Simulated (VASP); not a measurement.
# HoS4 (P-3m1) in VASP: a series of runs, part 2 of 3

VASP 6.6.1.

### Step 3. Single point, PBE

This run uses another cell than the first one, of 28.06 Å³/atom.

File INCAR:

```
  PREC = Accurate
  ENCUT = 500
  EDIFF = 1E-6
  ISMEAR = 0
  SIGMA = 0.1
  LREAL = F
  LASPH = T
  NELM = 200
  ALGO = Normal
  ISIF = 2
  LWAVE = F
  LCHARG = F
  GGA = PE
  NBANDS = 24
  GGA_COMPAT = F
  LMAXMIX = 6
```

File KPOINTS:

```
regular mesh
0
Gamma
  6 6 2
```

File POSCAR:

```
HoS4
1.0
    4.2786459993      0.0000000000      0.0000000000
   -2.1393229997      3.7054161292      0.0000000000
    0.0000000000      0.0000000000      8.8484347953
Ho S
1 4
Direct
    0.0000000000      0.0000000000      0.5000000000
    0.0000000000      0.0000000000      0.7868332090
    0.0000000000      0.0000000000      0.2131667910
    0.3333333333      0.6666666667      0.3079337715
    0.6666666667      0.3333333333      0.6920662285
```

Potentials or basis: VASP PAW PBE potentials, release 64 (Ho_3, S), 4f in core.

On the command line:

```console
> cat potpaw_PBE.64/Ho_3/POTCAR potpaw_PBE.64/S/POTCAR > POTCAR
> mpirun -np 1 vasp_std > vasp.out
```

OUTCAR:

```text
PREC = Accurate
   ENCUT = 500
   EDIFF = 1E-6
   ISMEAR = 0
   LREAL = F
   LASPH = T
   NELM = 200
   ISIF = 2
   GGA = PE

 ion  position               nearest neighbor table
   1  0.000  0.000  0.500-   2 2.54   3 2.54   4 3.00   5 3.00   5 3.00   4 3.00   5 3.00   4 3.00

   2  0.000  0.000  0.787-   1 2.54   5 2.61   5 2.61   5 2.61
   3  0.000  0.000  0.213-   1 2.54   4 2.61   4 2.61   4 2.61
   4  0.333  0.667  0.308-   3 2.61   3 2.61   3 2.61   1 3.00   1 3.00   1 3.00
   5  0.667  0.333  0.692-   2 2.61   2 2.61   2 2.61   1 3.00   1 3.00   1 3.00

  LATTYP: Found a hexagonal cell.
 ALAT       =     4.2786459993
 C/A-ratio  =     2.0680455445

  Lattice vectors:

 A1 = (   4.2786459993,   0.0000000000,   0.0000000000)
 A2 = (  -2.1393229997,   3.7054161292,   0.0000000000)
 A3 = (   0.0000000000,   0.0000000000,   8.8484347953)

Analysis of symmetry for initial positions (statically):
=====================================================================
 Subroutine PRICEL returns:
 Original cell was already a primitive cell.

 Routine SETGRP: Setting up the symmetry group for a
 hexagonal supercell.

 Subroutine GETGRP returns: Found 12 space group operations
 (whereof 12 operations were pure point group operations)
 out of a pool of 24 trial point group operations.

The static configuration has the point symmetry D_3d.

Analysis of symmetry for dynamics (positions and initial velocities):
=====================================================================
 Subroutine PRICEL returns:
 Original cell was already a primitive cell.

 Routine SETGRP: Setting up the symmetry group for a
 hexagonal supercell.

 Subroutine GETGRP returns: Found 12 space group operations
 (whereof 12 operations were pure point group operations)
 out of a pool of 24 trial point group operations.

The dynamic configuration has the point symmetry D_3d.

 Subroutine INISYM returns: Found 12 space group operations
 (whereof 12 operations are pure point group operations),
 and found     1 'primitive' translations

----------------------------------------------------------------------------------------

                                     Primitive cell

  volume of cell :     140.2845

  direct lattice vectors                    reciprocal lattice vectors
     4.278645999  0.000000000  0.000000000     0.233718798  0.134937611  0.000000000
    -2.139323000  3.705416129  0.000000000     0.000000000  0.269875222  0.000000000
     0.000000000  0.000000000  8.848434795     0.000000000  0.000000000  0.113014338

  length of vectors
     4.278645999  4.278645999  8.848434795     0.269875222  0.269875222  0.113014338

  position of ions in fractional coordinates (direct lattice)
     0.000000000  0.000000000  0.500000000
     0.000000000  0.000000000  0.786833209
     0.000000000  0.000000000  0.213166791
     0.333333333  0.666666667  0.307933771
     0.666666667  0.333333333  0.692066229

  ion indices of the primitive-cell ions
   primitive index   ion index
                 1           1
                 2           2
                 3           3
                 4           4
[... 30 lines left out ...]
  0.000000  0.000000  0.000000      1.000000
  0.166667  0.000000  0.000000      6.000000
  0.333333 -0.000000  0.000000      6.000000
  0.500000 -0.000000  0.000000      3.000000
  0.166667  0.166667  0.000000      6.000000
  0.333333  0.166667  0.000000     12.000000
  0.333333  0.333333  0.000000      2.000000
  0.000000  0.000000  0.500000      1.000000
  0.166667  0.000000  0.500000      6.000000
  0.333333 -0.000000  0.500000      6.000000
  0.500000 -0.000000  0.500000      3.000000
  0.166667  0.166667  0.500000      6.000000
  0.333333  0.166667  0.500000     12.000000
  0.333333  0.333333  0.500000      2.000000
   k-points           NKPTS =     14   k-points in BZ     NKDIM =     14   number of bands    NBANDS=     24
   number of dos      NEDOS =    301   number of ions     NIONS =      5
   total plane-waves  NPLWV =  71680
   dimension x,y,z NGX =    32 NGY =   32 NGZ =   70
   dimension x,y,z NGXF=    64 NGYF=   64 NGZF=  140
   ions per type =               1   4
   NGX,Y,Z   is equivalent  to a cutoff of  12.43, 12.43, 13.15 a.u.
   NGXF,Y,Z  is equivalent  to a cutoff of  24.87, 24.87, 26.30 a.u.
 SYSTEM =  unknown system
   PREC   = accura    normal or accurate (medium, high low for compatibility)
   ISTART =      0    job   : 0-new  1-cont  2-samecut
   ICHARG =      2    charge: 1-file 2-atom 10-const
   ISPIN  =      1    spin polarized calculation?
   LNONCOLLINEAR =      F non collinear calculations
   LSORBIT =      F    spin-orbit coupling
   LASPH  =      T    aspherical Exc in radial PAW
   ENCUT  =  500.0 eV  36.75 Ry    6.06 a.u.   7.80  7.80 16.13*2*pi/ulx,y,z
   NELM   =    200;   NELMIN=  2; NELMDL= -5     # of ELM steps
   EDIFF  = 0.1E-05   stopping-criterion for ELM
   LREAL  =      F    real-space projection
   EDIFFG = 0.1E-04   stopping-criterion for IOM
   NSW    =      0    number of steps for IOM
   IBRION =     -1    ionic relax: 0-MD 1-quasi-New 2-CG
   NFREE  =      0    steps in history (QN), initial steepest desc. (CG)
   ISIF   =      2    stress and relaxation
   ISYM   =      2    0-nonsym 1-usesym 2-fastsym
   POTIM  = 0.5000    time-step for ionic-motion
   TEBEG  =    0.0;   TEEND  =   0.0 temperature during run
   PSTRESS=    0.0 pullay stress
   NELECT =      33.0000    total number of electrons
   NUPDOWN=      -1.0000    fix difference up-down
   EMIN   =  10.00;   EMAX   =-10.00  energy-range for DOS
   EFERMI =   0.00;   METHOD = LEGACY
   ISMEAR =     0;   SIGMA  =   0.10  broadening in eV -4-tet -1-fermi 0-gaus
   EFERMI_NEDOS =   21; number of points for ismear=-14 and -15
   IALGO  =     38    algorithm
   IMIX   =      4    mixing-type and parameters
     AMIX     =   0.40;   BMIX     =  1.00
     AMIX_MAG =   1.60;   BMIX_MAG =  1.00
  volume/ion in A,a.u.               =      28.06       189.34
  Fermi-wavevector in a.u.,A,eV,Ry     =   1.010593  1.909744 13.895601  1.021298
  Thomas-Fermi vector in A             =   2.143591
   LORBIT       =      0    0 simple, 1 ext, 2 COOP (PROOUT), +10 PAW based schemes
   GGA     = PE    functional components
   LHFCALC =     F    Hartree Fock is set to
   AEXX    =    0.0000 exact exchange contribution
   IVDW    =     0    specifies the selected vdW correction
   LEPSILON=     F    determine dielectric tensor
   LRPA    =     F    only Hartree local field effects (RPA)
 non-spin polarized calculation
 Gauss-broadening in eV      SIGMA  =   0.10
  energy-cutoff  :      500.00
  volume of cell :      140.28
 maximum number of plane-waves:      3586
 NGX is ok and might be reduce to    32
   NGX = 15   NGY = 15   NGZ = 33

 number of electron      32.9999999 magnetization

 Free energy of the ion-electron system (eV)
  ---------------------------------------------------
  ext. energy  EPLUGINS =         0.00000000
  ---------------------------------------------------
  free energy    TOTEN  =       -21.44286975 eV

  energy without entropy =      -21.43112777  energy(sigma->0) =      -21.43699876

 E-fermi :   2.2115     XC(G=0):  -8.2822

 val. band max:        2.1608776755   @ k =   0.5000  -0.0000   0.5000
 cond. band min:       2.2626265158   @ k =   0.5000  -0.0000   0.0000
 fundamental gap:      0.1017488403
 Fermi energy:         2.2114633747

 k-point     1 :       0.0000    0.0000    0.0000
  band No.  band energies     occupation
      1     -21.8200      2.00000
      2     -21.8200      2.00000
      3     -21.8028      2.00000
      4     -12.2887      2.00000
      5     -11.8183      2.00000
      6      -8.3175      2.00000
[... 367 lines left out ...]
     23       7.0967      0.00000
     24       7.0967      0.00000

------------------------ aborting loop because EDIFF is reached ----------------------------------------

  FORCE on cell =-STRESS in cart. coord.  units (eV):
  Direction    XX          YY          ZZ          XY          YZ          ZX
  --------------------------------------------------------------------------------------
  -------------------------------------------------------------------------------------
  Total        0.0644584      0.0644584      0.4149382     -0.0000000     -0.0000000      0.0000000
  in kB        0.7361733      0.7361733      4.7389730     -0.0000000     -0.0000000      0.0000000
  external PRESSURE =       2.0704398 kB  Pullay stress =       0.0000000 kB

 VOLUME and BASIS-vectors are now :
 -----------------------------------------------------------------------------
  energy-cutoff  :      500.00
  volume of cell :      140.28
      direct lattice vectors                 reciprocal lattice vectors
     4.278645999  0.000000000  0.000000000     0.233718798  0.134937611  0.000000000
    -2.139323000  3.705416129  0.000000000     0.000000000  0.269875222  0.000000000
     0.000000000  0.000000000  8.848434795     0.000000000  0.000000000  0.113014338

 POSITION                                       TOTAL-FORCE (eV/Angst)
 -----------------------------------------------------------------------------------
      0.00000      0.00000      4.42422         0.000000      0.000000      0.000000
      0.00000      0.00000      6.96224         0.000000     -0.000000      0.014764
      0.00000      0.00000      1.88619        -0.000000      0.000000     -0.014764
     -0.00000      2.47028      2.72473         0.000000      0.000000     -0.020408
      2.13932      1.23514      6.12370        -0.000000     -0.000000      0.020408
 -----------------------------------------------------------------------------------
    total drift:                                0.000000     -0.000000      0.000000

  FREE ENERGIE OF THE ION-ELECTRON SYSTEM (eV)
  ---------------------------------------------------
  free  energy   TOTEN  =       -21.4428697517 eV

  energy  without entropy=      -21.4311277748  energy(sigma->0) =      -21.43699876
```

OSZICAR:

```text
N       E                     dE             d eps       ncg     rms          rms(c)
DAV:   1     0.252213856722E+03    0.25221E+03   -0.12617E+04   672   0.115E+03
DAV:   2     0.678397466545E+01   -0.24543E+03   -0.23301E+03  1064   0.350E+02
DAV:   3    -0.208383559376E+02   -0.27622E+02   -0.26414E+02  1096   0.936E+01
DAV:   4    -0.218708749728E+02   -0.10325E+01   -0.10021E+01   832   0.168E+01
DAV:   5    -0.219397610690E+02   -0.68886E-01   -0.68757E-01  1192   0.505E+00    0.297E+01
DAV:   6    -0.215164164768E+02    0.42334E+00   -0.53533E-01  1080   0.426E+00    0.179E+01
DAV:   7    -0.214543273426E+02    0.62089E-01   -0.69959E-01  1000   0.448E+00    0.111E+00
DAV:   8    -0.214425463981E+02    0.11781E-01   -0.11987E-01   864   0.201E+00    0.916E-01
DAV:   9    -0.214431198644E+02   -0.57347E-03   -0.67959E-03  1016   0.499E-01    0.587E-01
DAV:  10    -0.214428207970E+02    0.29907E-03   -0.18177E-03  1064   0.246E-01    0.142E-01
DAV:  11    -0.214428541981E+02   -0.33401E-04   -0.37325E-04   968   0.100E-01    0.680E-02
DAV:  12    -0.214428629695E+02   -0.87714E-05   -0.34352E-05  1064   0.342E-02    0.217E-02
DAV:  13    -0.214428669992E+02   -0.40297E-05   -0.29196E-06   856   0.105E-02    0.116E-02
DAV:  14    -0.214428693510E+02   -0.23518E-05   -0.81071E-06   800   0.153E-02    0.780E-03
DAV:  15    -0.214428697517E+02   -0.40065E-06   -0.11778E-06   544   0.637E-03
   1 F= -.21442870E+02 E0= -.21436999E+02  d E =-.117420E-01
```

Run time: 39 s. Hardware: 1 thread of AMD EPYC 9R45 (Zen 5), shared host; peak memory 0.23 GiB.

What came out:

| Quantity | Value |
| --- | --- |
| Free energy | -21.4429 eV |
| Pressure | 0.2 GPa |
| Largest force | 0.020 eV/Å |
| Band gap on the k mesh | zero (an odd number of electrons rules out a gap without spin polarisation) |

Forces in eV/Å, atoms in the order of the input:
```
Ho   0.000  0.000  0.000
S    0.000  0.000  0.015
S    0.000  0.000 -0.015
S    0.000  0.000 -0.020
S    0.000  0.000  0.020
```

Stress tensor (GPa, compression positive):
```
0.07 0.00 0.00
0.00 0.07 0.00
0.00 0.00 0.47
```

Caveat: spin-orbit coupling is left out, which moves the levels of the heavy elements; this functional lacks dispersion, which binds layers or chains, so the pressure and a relaxed spacing across them are unreliable; the 4f electrons are frozen in the core, so they carry no moment and show no levels; the run has no spin polarisation, though such a crystal can be magnetic. With open d or f shells a metallic result of PBE can be an artefact of self-interaction; +U or a hybrid may open a gap.

### Step 4. Relaxation of cell and atoms, PBE

File INCAR:

```
PREC = Accurate
ENCUT = 500
EDIFF = 1E-7
ISMEAR = 0
SIGMA = 0.1
LREAL = False
LASPH = True
NELM = 200
ALGO = Normal
ISIF = 3
LWAVE = False
LCHARG = False
GGA = PE
IBRION = 2
NSW = 90
EDIFFG = -0.04
GGA_COMPAT = False
NELMIN = 4
LMAXMIX = 6
```

KPOINTS is that of step 3.

File POSCAR:

```
HoS4
1.0
    4.2565622000      0.0000000000      0.0000000000
   -2.1282811000      3.6862910000      0.0000000000
    0.0000000000      0.0000000000      7.7202796700
Ho S
1 4
Direct
    0.0000000000      0.0000000000      0.5000000000
    0.0000000000      0.0000000000      0.8170114400
    0.0000000000      0.0000000000      0.1829885600
    0.3333333300      0.6666666700      0.1164265400
    0.6666666700      0.3333333300      0.8835734600
```

On the command line:

```console
> cat potpaw_PBE.64/Ho_3/POTCAR potpaw_PBE.64/S/POTCAR > POTCAR
> mpirun -np 1 vasp_std > vasp.out
```

Run time: 13 min. Hardware: 1 thread of AMD EPYC 9R45 (Zen 5), shared host; peak memory 0.23 GiB.

Results (log left out):

```
Free energy                           : -21.4409 eV
Relaxed volume                        : 28.62 Å³/atom
Relaxed cell                          : a = 4.287 Å, b = 4.287 Å, c = 8.989 Å, α = 90.00°, β = 90.00°, γ = 120.00°
Space group after relaxing (to 0.1 Å) : P-3m1 (No. 164)
Energy gained by relaxing             : 643.2 meV/atom
Ionic steps                           : 43
Pressure after relaxing               : -0.1 GPa
Largest force after relaxing          : 0.005 eV/Å
Band gap on the k mesh                : zero (an odd number of electrons rules out a gap without spin polarisation)
```

Forces on the atoms (eV/Å):
```
Ho   0.000  0.000  0.000
S    0.000  0.000  0.005
S    0.000  0.000 -0.005
S    0.000  0.000  0.001
S    0.000  0.000 -0.001
```

Stress tensor (GPa, compression positive):
```
-0.16  0.00  0.00
 0.00 -0.16  0.00
 0.00  0.00  0.16
```

Step by step:
```tsv
step	energy change (eV)	largest force (eV/Å)	pressure (GPa)	volume (Å³)
1	0.0000	1.2964	3.65	121.14
3	-0.4170	0.3859	-2.31	129.11
5	-0.5952	0.3477	1.19	118.87
7	-0.5978	0.3514	0.75	119.72
9	-0.6673	0.2695	-0.02	123.21
11	-0.7030	0.2668	-0.09	124.40
13	-0.7382	0.2991	0.08	125.46
15	-1.2068	1.3035	-1.04	131.89
17	-2.4122	1.0847	-0.99	158.05
19	-3.0223	0.4381	-2.74	145.40
21	-3.0314	0.4428	-2.89	144.53
23	-3.0514	0.3199	-2.17	143.78
25	-3.1069	0.2454	-1.50	140.75
27	-3.1231	0.2346	2.57	127.50
29	-3.1691	0.0263	0.52	133.29
31	-3.1763	0.2368	0.00	133.91
33	-3.1847	0.1625	0.12	134.38
35	-3.1875	0.2160	0.82	136.39
37	-3.1969	0.1667	0.20	136.76
39	-3.1999	0.1821	-0.34	139.18
41	-3.2067	0.1287	-0.06	141.03
43	-3.2160	0.0051	-0.05	143.08
```

Final structure:
```yaml
crystal:
  lattice:
    - [4.28717, 0.00000, 0.00000]
    - [-2.14359, 3.71280, 0.00000]
    - [0.00000, 0.00000, 8.98905]
  atoms:
    - { symbol: Ho, position: [0.00000, 0.00000, 0.50000] }
    - { symbol: S, position: [0.00000, 0.00000, 0.78255] }
    - { symbol: S, position: [0.00000, 0.00000, 0.21745] }
    - { symbol: S, position: [0.33333, 0.66667, 0.31025] }
    - { symbol: S, position: [0.66667, 0.33333, 0.68975] }
```

Levels at points of the mesh, in eV from the Fermi level:
| k point | band 12 | band 13 | band 14 | band 15 | band 16 | band 17 | band 18 | band 19 | band 20 |
| --- | --- | --- | --- | --- | --- | --- | --- | --- | --- |
| (0.00, 0.00, 0.00) | -3.83 | -2.83 | -2.19 | -0.96 | -0.93 | -0.93 | -0.27 | -0.27 | 3.12 |
| (0.50, 0.00, 0.00) | -3.19 | -2.93 | -2.14 | -1.22 | 0.05 | 0.87 | 0.94 | 1.19 | 2.36 |
| (0.00, 0.00, 0.50) | -3.81 | -2.52 | -2.47 | -1.34 | -0.96 | -0.96 | -0.23 | -0.23 | 3.19 |
| (0.50, 0.00, 0.50) | -3.01 | -2.98 | -2.05 | -1.58 | -0.04 | 0.85 | 0.95 | 1.17 | 2.33 |

Caveat: the k points lie up to 0.35 Å⁻¹ apart in the final cell, too coarse for converged energies and pressures of a metal; the volume moved by over 15 % at a fixed basis, so the end points are rough; spin-orbit coupling is left out, which moves the levels of the heavy elements; this functional lacks dispersion, which binds layers or chains, so the pressure and a relaxed spacing across them are unreliable; the 4f electrons are frozen in the core, so they carry no moment and show no levels; the run has no spin polarisation, though such a crystal can be magnetic. Spin polarisation is off, so any magnetic state and its effect on volume and gap are missing.

### Step 5. Single point, PBE

This run uses another cell than the first one, of 29.67 Å³/atom.

File INCAR:

```
SYSTEM = HoS4
PREC = Accurate
ENCUT = 500
EDIFF = 1E-6
ISMEAR = 0
SIGMA = 0.1
LREAL = .False.
LASPH = .True.
NELM = 200
ALGO = Normal
ISIF = 2
LWAVE = .False.
LCHARG = .False.
GGA = PE
NBANDS = 24
GGA_COMPAT = .False.
LMAXMIX = 6
```

File KPOINTS:

```
regular mesh
0
Gamma
  12 12 4
  0 0 0
```

File POSCAR:

```
HoS4
1.0
    4.2807708662      0.0000000000      0.0000000000
   -2.1403854331      3.7072563179      0.0000000000
    0.0000000000      0.0000000000      9.3483032165
Ho S
1 4
Direct
    0.0000000000      0.0000000000      0.5000000000
    0.0000000000      0.0000000000      0.7721327002
    0.0000000000      0.0000000000      0.2278672998
    0.3333333333      0.6666666667      0.3215384302
    0.6666666667      0.3333333333      0.6784615698
```

On the command line:

```console
> cat potpaw_PBE.64/Ho_3/POTCAR potpaw_PBE.64/S/POTCAR > POTCAR
> mpirun -np 1 vasp_std > vasp.out
```

Run time: 2.6 min. Hardware: 1 thread of AMD EPYC 9R45 (Zen 5), shared host; peak memory 0.35 GiB.

It converged, with:

```yaml
Free_energy: -21.4439 eV
Pressure: 0.0 GPa
Largest_force: 0.044 eV/Å
Band_gap_on_the_k_mesh: zero (an odd number of electrons rules out a gap without spin polarisation)
```

Forces in eV/Å, atoms in the order of the input:
```
Ho   0.000  0.000  0.000
S    0.000  0.000  0.044
S    0.000  0.000 -0.044
S    0.000  0.000  0.003
S    0.000  0.000 -0.003
```

Stress tensor (GPa, compression positive):
```
-0.09  0.00  0.00
 0.00 -0.09  0.00
 0.00  0.00  0.22
```

Levels at points of the mesh, in eV from the Fermi level:
| k point | band 13 | band 14 | band 15 | band 16 | band 17 | band 18 | band 19 | band 20 |
| --- | --- | --- | --- | --- | --- | --- | --- | --- |
| (0.00, 0.00, 0.00) | -2.80 | -2.11 | -1.09 | -0.94 | -0.94 | -0.25 | -0.25 | 3.33 |
| (0.50, 0.00, 0.00) | -2.97 | -2.02 | -1.22 | 0.01 | 0.83 | 0.86 | 1.18 | 2.46 |
| (0.00, 0.00, 0.50) | -2.57 | -2.32 | -1.32 | -0.96 | -0.96 | -0.23 | -0.23 | 3.30 |
| (0.50, 0.00, 0.50) | -3.02 | -1.97 | -1.44 | -0.04 | 0.81 | 0.87 | 1.17 | 2.44 |

Caveat: spin-orbit coupling is left out, which moves the levels of the heavy elements; this functional lacks dispersion, which binds layers or chains, so the pressure and a relaxed spacing across them are unreliable; the 4f electrons are frozen in the core, so they carry no moment and show no levels; the run has no spin polarisation, though such a crystal can be magnetic.

(Part 2 of 3 ends here.)

The gap in the log of VASP goes by the Fermi energy; the results here count the filled bands.